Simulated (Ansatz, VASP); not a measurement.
**One calculation of BeS, two programs**

File POSCAR:

```
BeS
1.0
    0.0000000000      2.3144614809      2.3144614809
    2.3144614809      0.0000000000      2.3144614809
    2.3144614809      2.3144614809      0.0000000000
Be S
1 1
Direct
    0.0000000000      0.0000000000      0.0000000000
    0.5000000000      0.5000000000      0.5000000000
```

File INCAR.step1:

```
SYSTEM = BeS
PREC = Accurate ; ENCUT = 520
ISMEAR = -1 ; SIGMA = 0.08
LREAL = .False. ; LASPH = .True.
NELM = 60 ; NBANDS = 11
GGA = PE ; ALGO = Normal
EDIFF = 1E-4 ; LWAVE = .True.
LCHARG = .False.
```

INCAR.step2

```
SYSTEM = BeS
PREC = Accurate ; ENCUT = 520
EDIFF = 1E-8 ; ISMEAR = -1
SIGMA = 0.08 ; LREAL = .False.
LASPH = .True. ; NELM = 60
ALGO = Normal ; ISIF = 2
LWAVE = .False. ; LCHARG = .False.
METAGGA = R2SCAN ; LMIXTAU = .True.
LEFG = .True. ; NBANDS = 11
ISTART = 1
```

File KPOINTS:

```
regular mesh
0
Gamma
  13 13 13
  0 0 0
```

Input for Ansatz:

```yaml
crystal:
  lattice:
    - [0.0, 2.3144614809, 2.3144614809]
    - [2.3144614809, 0.0, 2.3144614809]
    - [2.3144614809, 2.3144614809, 0.0]
  atoms:
    - { symbol: Be, position: [0.0, 0.0, 0.0] }
    - { symbol: S, position: [0.5, 0.5, 0.5] }
kpoints:
  mp_grid: { grid: [13, 13, 13] }
  band_path:
    path:
      - [0.0, 0.0, 0.0]
      - [0.5, 0.0, 0.5]
      - [0.625, 0.25, 0.625]
      - [0.375, 0.375, 0.75]
      - [0.0, 0.0, 0.0]
      - [0.5, 0.5, 0.5]
      - [0.5, 0.25, 0.75]
      - [0.5, 0.0, 0.5]
    npoints: 5
scf:
  occupations: { method: fermi_dirac, width: 0.08 }
hamiltonian:
  xc: r2scan
  pseudopotentials: { kind: paw }
output:
  forces: true
  stress: true
  eigenvalues: true
  efg: { contact_densities: true }
```

Alike in both runs: task electric field gradients; functional r2SCAN; k mesh 13 × 13 × 13; occupations fermi-dirac, width 0.08 eV; no spin polarisation.

```csv
,VASP,Ansatz
version,VASP 6.6.1,Ansatz 0.2.0
potentials or method,"VASP PAW PBE potentials, release 64 (Be, S)","PAW with Ansatz's default frozen-core files, scalar-relativistic"
plane-wave cutoff (eV),520,500
valence electrons in the cell,8,8
```

```tsv
	VASP	Ansatz	Ansatz less VASP
pressure (GPa)	0.3	0.4	+0.13
```

VASP's potentials were made for PBE, not for r2SCAN.
